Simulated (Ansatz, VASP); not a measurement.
## Bi in VASP and in Ansatz

The input INCAR:

```
ALGO = Fast
EDIFF = 1E-7
ENCUT = 520
GGA = PS
ISIF = 2
ISMEAR = -1
LASPH = True
LCHARG = False
LREAL = False
LWAVE = False
NBANDS = 22
NELM = 80
PREC = Accurate
SIGMA = 0.05
```

KPOINTS

```
k-points
0
Gamma
  8 8 4
```

POSCAR

```
Bi
1.0
    3.2809913467      0.0000000000      0.0000000000
    0.0000000000      3.2640382254      0.0000000000
   -0.0815136175      0.0000000000      6.5286865229
Bi
2
Direct
    0.5442472500      0.0000000000      0.7495778900
    0.4557527500      0.0000000000      0.2504221100
```

File input.yaml:

```yaml
crystal:
  lattice:
    - [3.2809913467, 0.0, 0.0]
    - [0.0, 3.2640382254, 0.0]
    - [-0.0815136175, 0.0, 6.5286865229]
  atoms:
    - { symbol: Bi, position: [0.54424725, 0.0, 0.74957789] }
    - { symbol: Bi, position: [0.45575275, 0.0, 0.25042211] }
kpoints:
  mp_grid: { grid: [8, 8, 4] }
scf:
  occupations: { method: fermi_dirac, width: 0.05 }
hamiltonian:
  xc: pbesol
  pseudopotentials: { kind: all_electron, lapw: { basis_error: 0.001 } }
output:
  forces: true
  stress: true
  eigenvalues: true
```

Change from the starting cell: volume scaled by 1.04.

Alike in both runs: task single point; functional PBEsol; k mesh 8 × 8 × 4; occupations fermi-dirac, width 0.05 eV; no spin polarisation.

```csv
,VASP,Ansatz
version,VASP 6.6.1,Ansatz 0.2.0
potentials or method,"VASP PAW PBE potentials, release 64 (Bi_d), cutoff 520 eV","all-electron LAPW, scalar-relativistic"
```

|  | VASP | Ansatz | Ansatz less VASP |
| --- | --- | --- | --- |
| gap on the k mesh at the Fermi level (eV) | none | none | - |
| pressure (GPa) | -2.4 | -2.3 | +0.09 |
| traceless stress, the component that is largest in VASP (GPa) | 0.51 | 0.51 | +0.004 |
| rms of the force components (eV/Å) | 0.011 | 0.011 | +0.0001 |

VASP's potentials were made for PBE, not for PBEsol. Atom by atom the forces differ by 0.000 eV/Å (rms over components). A gap of «none» marks a metal or a gap that the smearing closes. Ansatz ran all-electron here, and VASP with PAW potentials.

Spin-orbit coupling is off throughout.
